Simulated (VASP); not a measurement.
# Ba (Im-3m) in VASP: a series of runs

Ba is run at these levels: BLYP, B3LYP; tasks: single point.

All numbers are computed with VASP 6.6.1; they aren't measurements. Logs are shortened: lines on timing, memory, paths and dates and some standing lists are left out, and cuts for length are marked.

## (1) The cell of the first run

Symmetry: Im-3m, No. 229, cubic system. The conventional cell has a = 5.103 Å, b = 5.103 Å, c = 5.103 Å, α = 90.00°, β = 90.00°, γ = 90.00°. Ba (site symmetry m-3m) has 14 Ba at 4.42 to 5.10 Å within 5.8 Å.

## (2) Single point, BLYP

File INCAR:

```
SYSTEM = Ba
PREC = Accurate
ENCUT = 520
EDIFF = 1E-7
ISMEAR = -1
SIGMA = 0.1
LREAL = .False.
LASPH = .True.
NELM = 100
ALGO = Normal
ISIF = 2
LWAVE = .False.
LCHARG = .False.
GGA = B5
ALDAX = 1.0
AGGAX = 1.0
AGGAC = 1.0
ALDAC = 0.0
NBANDS = 11
```

File KPOINTS:

```
regular mesh
0
Gamma
  5 5 5
  0 0 0
```

File POSCAR:

```
Ba
1.0
   -2.5514374208      2.5514374208      2.5514374208
    2.5514374208     -2.5514374208      2.5514374208
    2.5514374208      2.5514374208     -2.5514374208
Ba
1
Direct
    0.0000000000      0.0000000000      0.0000000000
```

Potentials or basis: VASP PAW PBE potentials, release 64 (Ba_sv).

Command:

```bash
> cat potpaw_PBE.64/Ba_sv/POTCAR > POTCAR
> mpirun -np 1 vasp_std > vasp.out
```

OUTCAR:

```text
SYSTEM = Ba
   PREC = Accurate
   ENCUT = 520
   EDIFF = 1E-7
   ISMEAR = -1
   LREAL = .False.
   LASPH = .True.
   NELM = 100
   ISIF = 2
   GGA = B5

 ion  position               nearest neighbor table
   1  0.000  0.000  0.000-

  LATTYP: Found a body centered cubic cell.
 ALAT       =     5.1028748416

  Lattice vectors:

 A1 = (  -2.5514374208,   2.5514374208,   2.5514374208)
 A2 = (   2.5514374208,  -2.5514374208,   2.5514374208)
 A3 = (   2.5514374208,   2.5514374208,  -2.5514374208)

Analysis of symmetry for initial positions (statically):
=====================================================================
 Subroutine PRICEL returns:
 Original cell was already a primitive cell.

 Routine SETGRP: Setting up the symmetry group for a
 body centered cubic supercell.

 Subroutine GETGRP returns: Found 48 space group operations
 (whereof 48 operations were pure point group operations)
 out of a pool of 48 trial point group operations.

The static configuration has the point symmetry O_h .

Analysis of symmetry for dynamics (positions and initial velocities):
=====================================================================
 Subroutine PRICEL returns:
 Original cell was already a primitive cell.

 Routine SETGRP: Setting up the symmetry group for a
 body centered cubic supercell.

 Subroutine GETGRP returns: Found 48 space group operations
 (whereof 48 operations were pure point group operations)
 out of a pool of 48 trial point group operations.

The dynamic configuration has the point symmetry O_h .

 Subroutine INISYM returns: Found 48 space group operations
 (whereof 48 operations are pure point group operations),
 and found     1 'primitive' translations

----------------------------------------------------------------------------------------

                                     Primitive cell

  volume of cell :      66.4377

  direct lattice vectors                    reciprocal lattice vectors
    -2.551437421  2.551437421  2.551437421     0.000000000  0.195967965  0.195967965
     2.551437421 -2.551437421  2.551437421     0.195967965  0.000000000  0.195967965
     2.551437421  2.551437421 -2.551437421     0.195967965  0.195967965  0.000000000

  length of vectors
     4.419219245  4.419219245  4.419219245     0.277140554  0.277140554  0.277140554

  position of ions in fractional coordinates (direct lattice)
     0.000000000  0.000000000  0.000000000

  ion indices of the primitive-cell ions
   primitive index   ion index
                 1           1

----------------------------------------------------------------------------------------

 KPOINTS: regular mesh

Automatic generation of k-mesh.
 Grid dimensions read from file:
 generate k-points for:    5    5    5

 Generating k-lattice:

  Cartesian coordinates                     Fractional coordinates (reciprocal lattice)
     0.000000000  0.039193593  0.039193593     0.200000000  0.000000000  0.000000000
     0.039193593  0.000000000  0.039193593     0.000000000  0.200000000  0.000000000
     0.039193593  0.039193593  0.000000000     0.000000000  0.000000000  0.200000000

  Length of vectors
     0.055428111  0.055428111  0.055428111

  Shift w.r.t. Gamma in fractional coordinates (k-lattice)
     0.000000000  0.000000000  0.000000000

 Subroutine IBZKPT returns following result:
 ===========================================

 Found     10 irreducible k-points:

 Following reciprocal coordinates:
            Coordinates               Weight
  0.000000  0.000000  0.000000      1.000000
  0.200000  0.000000  0.000000     12.000000
  0.400000  0.000000  0.000000     12.000000
  0.200000  0.200000  0.000000     24.000000
  0.400000  0.200000  0.000000     24.000000
  0.200000  0.200000  0.200000      8.000000
 -0.200000  0.200000  0.200000      6.000000
 -0.400000  0.400000  0.200000     24.000000
 -0.400000 -0.400000  0.200000      8.000000
 -0.400000  0.400000  0.400000      6.000000
   k-points           NKPTS =     10   k-points in BZ     NKDIM =     10   number of bands    NBANDS=     11
   number of dos      NEDOS =    301   number of ions     NIONS =      1
   total plane-waves  NPLWV =  46656
   dimension x,y,z NGX =    36 NGY =   36 NGZ =   36
   dimension x,y,z NGXF=    72 NGYF=   72 NGZF=   72
   ions per type =               1
   NGX,Y,Z   is equivalent  to a cutoff of  13.54, 13.54, 13.54 a.u.
   NGXF,Y,Z  is equivalent  to a cutoff of  27.09, 27.09, 27.09 a.u.
 SYSTEM =  Ba
   PREC   = accura    normal or accurate (medium, high low for compatibility)
   ISTART =      0    job   : 0-new  1-cont  2-samecut
   ICHARG =      2    charge: 1-file 2-atom 10-const
   ISPIN  =      1    spin polarized calculation?
   LNONCOLLINEAR =      F non collinear calculations
   LSORBIT =      F    spin-orbit coupling
   LASPH  =      T    aspherical Exc in radial PAW
   ENCUT  =  520.0 eV  38.22 Ry    6.18 a.u.   8.22  8.22  8.22*2*pi/ulx,y,z
   NELM   =    100;   NELMIN=  2; NELMDL= -5     # of ELM steps
   EDIFF  = 0.1E-06   stopping-criterion for ELM
   LREAL  =      F    real-space projection
   EDIFFG = 0.1E-05   stopping-criterion for IOM
   NSW    =      0    number of steps for IOM
   IBRION =     -1    ionic relax: 0-MD 1-quasi-New 2-CG
   NFREE  =      0    steps in history (QN), initial steepest desc. (CG)
   ISIF   =      2    stress and relaxation
   ISYM   =      2    0-nonsym 1-usesym 2-fastsym
   POTIM  = 0.5000    time-step for ionic-motion
   TEBEG  =    0.0;   TEEND  =   0.0 temperature during run
   PSTRESS=    0.0 pullay stress
   NELECT =      10.0000    total number of electrons
   NUPDOWN=      -1.0000    fix difference up-down
   EMIN   =  10.00;   EMAX   =-10.00  energy-range for DOS
   EFERMI =   0.00;   METHOD = LEGACY
   ISMEAR =    -1;   SIGMA  =   0.10  broadening in eV -4-tet -1-fermi 0-gaus
   EFERMI_NEDOS =   21; number of points for ismear=-14 and -15
   IALGO  =     38    algorithm
   IMIX   =      4    mixing-type and parameters
     AMIX     =   0.40;   BMIX     =  1.00
     AMIX_MAG =   1.60;   BMIX_MAG =  1.00
  volume/ion in A,a.u.               =      66.44       448.34
  Fermi-wavevector in a.u.,A,eV,Ry     =   0.870836  1.645642 10.318061  0.758356
  Thomas-Fermi vector in A             =   1.989858
   LORBIT       =      0    0 simple, 1 ext, 2 COOP (PROOUT), +10 PAW based schemes
   GGA     = B5    functional components
   LHFCALC =     F    Hartree Fock is set to
   AEXX    =    0.0000 exact exchange contribution
   IVDW    =     0    specifies the selected vdW correction
   LEPSILON=     F    determine dielectric tensor
   LRPA    =     F    only Hartree local field effects (RPA)
 non-spin polarized calculation
  energy-cutoff  :      520.00
  volume of cell :       66.44
 maximum number of plane-waves:      1865
 NGX is ok and might be reduce to    36
   NGX = 17   NGY = 17   NGZ = 17

 number of electron      10.0000000 magnetization

 number of electron       9.9999999 magnetization

 Free energy of the ion-electron system (eV)
  ---------------------------------------------------
  ext. energy  EPLUGINS =         0.00000000
  ---------------------------------------------------
  free energy    TOTEN  =        -1.27039495 eV

  energy without entropy =       -1.22866416  energy(sigma->0) =       -1.24952956

 E-fermi :   2.0013     XC(G=0):  -6.7670

 val. band max:        1.6444915182   @ k =  -0.4000   0.4000   0.4000
 cond. band min:       2.0055414843   @ k =  -0.4000  -0.4000   0.2000
 fundamental gap:      0.3610499662
 Fermi energy:         2.0012843344

 k-point     1 :       0.0000    0.0000    0.0000
  band No.  band energies     occupation
      1     -27.0840      2.00000
      2     -12.1188      2.00000
      3     -12.1188      2.00000
      4     -12.1188      2.00000
      5      -0.6997      2.00000
      6       3.6012      0.00000
      7       3.6012      0.00000
      8       3.6012      0.00000
      9       4.8790      0.00000
     10       4.8790      0.00000
     11       8.8551      0.00000

 k-point     2 :       0.2000    0.0000    0.0000
  band No.  band energies     occupation
      1     -27.0722      2.00000
      2     -12.2573      2.00000
      3     -12.1628      2.00000
      4     -12.1195      2.00000
      5      -0.0437      2.00000
      6       3.1717      0.00002
      7       3.2223      0.00001
      8       4.2958      0.00000
      9       4.5953      0.00000
     10       4.9069      0.00000
     11       9.2298      0.00000

 k-point     3 :       0.4000    0.0000    0.0000
  band No.  band energies     occupation
      1     -27.0530      2.00000
      2     -12.4684      2.00000
      3     -12.2323      2.00000
      4     -12.1206      2.00000
      5       0.9940      1.99992
      6       2.6523      0.00297
      7       2.9772      0.00012
      8       4.8774      0.00000
      9       5.2316      0.00000
     10       6.0804      0.00000
     11       7.8779      0.00000

 k-point     4 :       0.2000    0.2000    0.0000
  band No.  band energies     occupation
      1     -27.0566      2.00000
      2     -12.3981      2.00000
      3     -12.2240      2.00000
      4     -12.1494      2.00000
      5       0.9696      1.99993
      6       2.6017      0.00493
      7       2.8526      0.00040
      8       4.5465      0.00000
      9       5.2852      0.00000
     10       5.6531      0.00000
     11       8.3394      0.00000
[... 43 lines left out ...]
 k-point     8 :      -0.4000    0.4000    0.2000
  band No.  band energies     occupation
      1     -27.0438      2.00000
      2     -12.4346      2.00000
      3     -12.2825      2.00000
      4     -12.2182      2.00000
      5       1.5264      1.98282
      6       2.3508      0.05889
      7       3.3193      0.00000
      8       3.9120      0.00000
      9       5.4508      0.00000
     10       5.8804      0.00000
     11       8.2202      0.00000

 k-point     9 :      -0.4000   -0.4000    0.2000
  band No.  band energies     occupation
      1     -27.0359      2.00000
      2     -12.3982      2.00000
      3     -12.3982      2.00000
      4     -12.2386      2.00000
      5       2.0055      0.97872
      6       2.0055      0.97872
      7       2.9077      0.00023
      8       5.1025      0.00000
      9       5.1025      0.00000
     10       6.8238      0.00000
     11       7.8302      0.00000

 k-point    10 :      -0.4000    0.4000    0.4000
  band No.  band energies     occupation
      1     -27.0290      2.00000
      2     -12.3863      2.00000
      3     -12.3615      2.00000
      4     -12.3615      2.00000
      5       1.6339      1.95048
      6       1.6445      1.94512
      7       4.8362      0.00000
      8       4.8362      0.00000
      9       5.3242      0.00000
     10       5.8453      0.00000
     11       8.0064      0.00000

------------------------ aborting loop because EDIFF is reached ----------------------------------------

  FORCE on cell =-STRESS in cart. coord.  units (eV):
  Direction    XX          YY          ZZ          XY          YZ          ZX
  --------------------------------------------------------------------------------------
  -------------------------------------------------------------------------------------
  Total       -0.0040610     -0.0040610     -0.0040610      0.0000000     -0.0000000      0.0000000
  in kB       -0.0979332     -0.0979332     -0.0979332      0.0000000     -0.0000000      0.0000000
  external PRESSURE =      -0.0979332 kB  Pullay stress =       0.0000000 kB

 VOLUME and BASIS-vectors are now :
 -----------------------------------------------------------------------------
  energy-cutoff  :      520.00
  volume of cell :       66.44
      direct lattice vectors                 reciprocal lattice vectors
    -2.551437421  2.551437421  2.551437421     0.000000000  0.195967965  0.195967965
     2.551437421 -2.551437421  2.551437421     0.195967965  0.000000000  0.195967965
     2.551437421  2.551437421 -2.551437421     0.195967965  0.195967965  0.000000000

 POSITION                                       TOTAL-FORCE (eV/Angst)
 -----------------------------------------------------------------------------------
      0.00000      0.00000      0.00000        -0.000000      0.000000      0.000000
 -----------------------------------------------------------------------------------
    total drift:                               -0.000000      0.000000      0.000000

  FREE ENERGIE OF THE ION-ELECTRON SYSTEM (eV)
  ---------------------------------------------------
  free  energy   TOTEN  =        -1.2703949544 eV

  energy  without entropy=       -1.2286641617  energy(sigma->0) =       -1.24952956
```

It took 13 s on 1 thread of Intel Xeon Platinum 8488C (Sapphire Rapids), shared host; peak memory 0.19 GiB.

Results:

```
Free energy            : -1.2704 eV
Pressure               : 0.0 GPa
Band gap on the k mesh : zero (band 5 reaches 2.12 eV, above the bottom of band 6 at 1.64 eV)
```

Caveat: the PAW data sets were made with another functional, which shifts forces and pressure a little; spin-orbit coupling is left out, which moves the levels of the heavy elements.

(Part 1 of 2 ends here.)
